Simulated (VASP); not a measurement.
A run of VASP 6.6.1 is set up as follows.

File POSCAR:

```
Al
1.0
    2.9490340145      0.0000000000      0.0000000000
   -1.4745170073      2.5539383732      0.0000000000
    0.0000000000      0.0000000000      4.7606221852
Al
2
Direct
    0.3333333333      0.6666666667      0.2500000000
    0.6666666667      0.3333333333      0.7500000000
```

The input INCAR.step1:

```
SYSTEM = Al
ALGO = Normal
EDIFF = 1E-4
ENCUT = 520
GGA = PE
ISMEAR = -1
LASPH = .True.
LCHARG = .False.
LREAL = .False.
LWAVE = .True.
NBANDS = 10
NELM = 80
PREC = Accurate
SIGMA = 0.1
```

INCAR.step2

```
SYSTEM = Al
ALGO = Normal
EDIFF = 1E-6
ENCUT = 520
ISIF = 2
ISMEAR = -1
ISTART = 1
LASPH = .True.
LCHARG = .False.
LMIXTAU = .True.
LREAL = .False.
LWAVE = .False.
METAGGA = R2SCAN
NBANDS = 10
NELM = 80
PREC = Accurate
SIGMA = 0.1
```

KPOINTS

```
k-points
0
Gamma
  14 14 8
  0 0 0
```

Potentials or basis: VASP PAW PBE potentials, release 64 (Al).

Run with:

```console
$ cat potpaw_PBE.64/Al/POTCAR > POTCAR
$ cp INCAR.step1 INCAR
$ mpirun -np 1 vasp_std > vasp.out
$ cp INCAR.step2 INCAR
$ mpirun -np 1 vasp_std > vasp.out
```

Problem. What does it give for the band gap on the k mesh?

Solution. Zero (bands 3 and 4 overlap by 7.74 eV).

Problem. Predict the pressure.

Solution. -8.0 GPa.

Stress tensor (GPa, compression positive):
```
-8.47  0.00  0.00
 0.00 -8.47  0.00
 0.00  0.00 -7.17
```

Caveat: the cell stands under tension; the PAW data sets were made with another functional, which shifts forces and pressure a little.
